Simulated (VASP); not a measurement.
Here is a VASP 6.6.1 calculation.

INCAR

```
SYSTEM = Cu
PREC = Accurate
ENCUT = 520
EDIFF = 1E-6
ISMEAR = -1
SIGMA = 0.06
LREAL = .False.
LASPH = .True.
NELM = 80
ALGO = Normal
ISIF = 2
LWAVE = .False.
LCHARG = .True.
GGA = PS
LELF = .True.
LVHAR = .True.
NBANDS = 12
```

The input KPOINTS:

```
Automatic mesh
0
Gamma
  12 12 12
  0 0 0
```

POSCAR

```
Cu
1.0
    0.0000000000      1.8257145000      1.8257145000
    1.8257145000      0.0000000000      1.8257145000
    1.8257145000      1.8257145000      0.0000000000
Cu
1
Direct
    0.0000000000      0.0000000000      0.0000000000
```

Potentials or basis: VASP PAW PBE potentials, release 64 (Cu).

Launch:

```sh
$ cat potpaw_PBE.64/Cu/POTCAR > POTCAR
$ mpirun -np 1 vasp_std > vasp.out
```

Q: Estimate the pressure.

A: -9.6 GPa.

Caveat: the PAW data sets were made with another functional, which shifts forces and pressure a little.
